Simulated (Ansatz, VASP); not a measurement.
## Pb in VASP and in Ansatz

```
CELL_PARAMETERS angstrom
3.48000 0.00000 0.00000
-1.74000 3.01377 0.00000
0.00000 0.00000 5.59000
ATOMIC_POSITIONS crystal
Pb 0.33333 0.66667 0.25000
Pb 0.66667 0.33333 0.75000
```

Alike in both runs: task single point; functional PBE; k mesh 10 × 10 × 6; occupations fermi-dirac, width 0.08 eV; no spin polarisation.

```csv
,VASP,Ansatz
version,VASP 6.6.1,Ansatz 0.2.0
potentials or method,"VASP PAW PBE potentials, release 64 (Pb_d), cutoff 520 eV","all-electron LAPW, scalar-relativistic"
```

```tsv
	VASP	Ansatz	Ansatz less VASP
pressure (GPa)	3.9	3.9	+0.07
traceless stress, the component that is largest in VASP (GPa)	0.98	0.98	+0.001
```

Ansatz ran all-electron here, and VASP with PAW potentials.

Neither program's run includes spin-orbit coupling.
